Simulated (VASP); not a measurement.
**HfS2: single point with PBE+D3(BJ)**

The system is HfS2.

```
Hf S
1.0
     3.60586    0.00000    0.00000
    -1.80293    3.12277    0.00000
     0.00000    0.00000    5.77039
Hf S
1 2
Direct
  0.00000 0.00000 0.00000
  0.66667 0.33333 0.74761
  0.33333 0.66667 0.25239
```

```json
{
  "Program": "VASP 6.6.1",
  "Task": "single point",
  "Functional": "PBE",
  "Dispersion": "D3(BJ)",
  "Potentials or basis": "VASP PAW PBE potentials, release 64 (Hf_pv, S)",
  "Cutoff": "500 eV",
  "k mesh": "12 × 12 × 6",
  "Occupations": "gaussian, width 0.05 eV",
  "Spin": "no spin polarisation",
  "Dipole correction": "no",
  "Further INCAR settings": "ALGO = Normal; EDIFF = 1e-06; NBANDS = 18"
}
```

```
Pressure                   : -0.6 GPa
Largest force              : 0.066 eV/Å
Band gap on the k mesh     : 0.88 eV, indirect (least direct gap 1.81 eV)
Dispersion energy per atom : -0.341 eV
```

Forces on the atoms (eV/Å):
```
Hf   0.000  0.000  0.000
S    0.000  0.000  0.066
S    0.000  0.000 -0.066
```

Stress tensor (GPa, compression positive):
```
-0.64  0.00  0.00
 0.00 -0.64  0.00
 0.00  0.00 -0.53
```

Levels at points of the mesh, in eV from the valence-band top:
```tsv
k point	band 7	band 8	band 9	band 10	band 11	band 12	band 13	band 14	band 15	band 16
(0.00, 0.00, 0.00)	-2.87	-2.87	-0.17	-0.17	0.00	1.88	1.88	2.43	5.19	5.19
(0.50, 0.00, 0.00)	-2.96	-2.71	-2.56	-2.21	-1.47	1.03	4.00	4.08	6.13	6.39
(0.00, 0.00, 0.50)	-2.81	-2.81	-2.09	-0.35	-0.35	1.83	1.83	2.73	5.74	5.74
(0.50, 0.00, 0.50)	-3.73	-2.77	-2.52	-1.13	-0.95	0.88	3.98	4.12	5.54	5.69
```

It used 160 s of CPU time on 1 thread of AMD EPYC 7R13 Processor (Zen 3), with other jobs on the host.

Caveat: spin-orbit coupling is left out, which moves the levels of the heavy elements. A k mesh can miss the band edges.
